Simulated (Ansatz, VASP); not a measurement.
Rh: VASP beside Ansatz

The input INCAR:

```
PREC = Accurate ; ENCUT = 520
EDIFF = 1E-6 ; ISMEAR = -1
SIGMA = 0.1 ; LREAL = False
LASPH = True ; NELM = 60
ALGO = Normal ; ISIF = 2
LWAVE = False ; LCHARG = False
GGA = PE ; NBANDS = 22
```

File KPOINTS:

```
Automatic mesh
0
Gamma
  10 10 5
```

POSCAR

```
Rh
1.0
    2.6940693538      0.0000000000      0.0000000000
   -1.3470351702      2.3331323113      0.0000000000
    0.0000000000      0.0000000000      4.3686372171
Rh
2
Direct
    0.6666666667      0.3333333333      0.7500000000
    0.3333333333      0.6666666667      0.2500000000
```

Input for Ansatz:

```yaml
crystal:
  lattice:
    - [2.694069353817181, 0.0, 0.0]
    - [-1.3470351701510057, 2.333132311345109, 0.0]
    - [0.0, 0.0, 4.368637217135868]
  atoms:
    - { symbol: Rh, position: [0.6666666666666666, 0.3333333333333333, 0.75] }
    - { symbol: Rh, position: [0.3333333333333333, 0.6666666666666666, 0.25] }
basis:
  ecutwfc: 510.0
kpoints:
  mp_grid:
    grid: [10, 10, 5]
hamiltonian:
  xc: pbe
scf:
  occupations:
    method: fermi_dirac
    width: 0.1
output:
  stress: true
```

Alike in both runs: task single point; functional PBE; k mesh 10 × 10 × 5; occupations fermi-dirac, width 0.1 eV; no spin polarisation.

|  | VASP | Ansatz |
| --- | --- | --- |
| version | VASP 6.6.1 | Ansatz 0.2.0 |
| potentials or method | VASP PAW PBE potentials, release 64 (Rh_pv), cutoff 520 eV | plane waves, PAW |
| valence electrons in the cell | 30 | 34 |

|  | VASP | Ansatz | Ansatz less VASP |
| --- | --- | --- | --- |
| pressure (GPa) | 7.8 | 7.8 | -0.07 |

VASP's potentials hold 30 valence electrons a cell and Ansatz's 34, so a difference there can come from the potentials and not from the codes.
